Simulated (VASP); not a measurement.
Set up this calculation in VASP 6.6.1, as the native input.

```
Task                   : electric field gradients
Functional             : PBEsol
Potentials or basis    : VASP PAW PBE potentials, release 64 (Li_sv)
Cutoff                 : 520 eV
k mesh                 : 12 × 12 × 12
Occupations            : fermi-dirac, width 0.05 eV
Spin                   : no spin polarisation
Dipole correction      : no
Further INCAR settings : ALGO = Normal; EDIFF = 1e-08; NBANDS = 12
```

The structure of Li lies in POSCAR:

```
Li
1.0
    1.5660039554      0.9041328052      7.5883000000
   -1.5660039554      0.9041328052      7.5883000000
    0.0000000000     -1.8082656104      7.5883000000
Li
3
Direct
    0.0000000000      0.0000000000      0.0000000000
    0.2220000000      0.2220000000      0.2220000000
    0.7780000000      0.7780000000      0.7780000000
```

This cell differs from its parent crystal: equal xx and yy strain of +1 %.

One way to write it, as run:

INCAR

```
SYSTEM = Li
PREC = Accurate
ENCUT = 520
EDIFF = 1E-8
ISMEAR = -1
SIGMA = 0.05
LREAL = .False.
LASPH = .True.
NELM = 60
ALGO = Normal
ISIF = 2
LWAVE = .False.
LCHARG = .False.
GGA = PS
LEFG = .True.
NBANDS = 12
```

KPOINTS

```
Automatic mesh
0
Gamma
  12 12 12
  0 0 0
```

Potentials or basis: VASP PAW PBE potentials, release 64 (Li_sv).

Command:

```sh
$ cat potpaw_PBE.64/Li_sv/POTCAR > POTCAR
$ mpirun -np 1 vasp_std > vasp.out
```

Results of the run:

- Largest force: 0.009 eV/Å
- Band gap on the k mesh: zero (an odd number of electrons rules out a gap without spin polarisation)
- Largest electric field gradient by atom: Li +0.11, +0.12 (each value once) V/Å²

Caveat: the cell differs from its parent crystal (equal xx and yy strain of +1 %); without QUAD_EFG the Cq values of the log hold for a quadrupole moment of 1 mb, not for the nuclei; the PAW data sets were made with another functional, which shifts forces and pressure a little.

Wall time 5.2 min on 1 thread of Intel(R) Xeon(R) 6975P-C (Granite Rapids), on a shared host, peak memory 0.5 GiB.
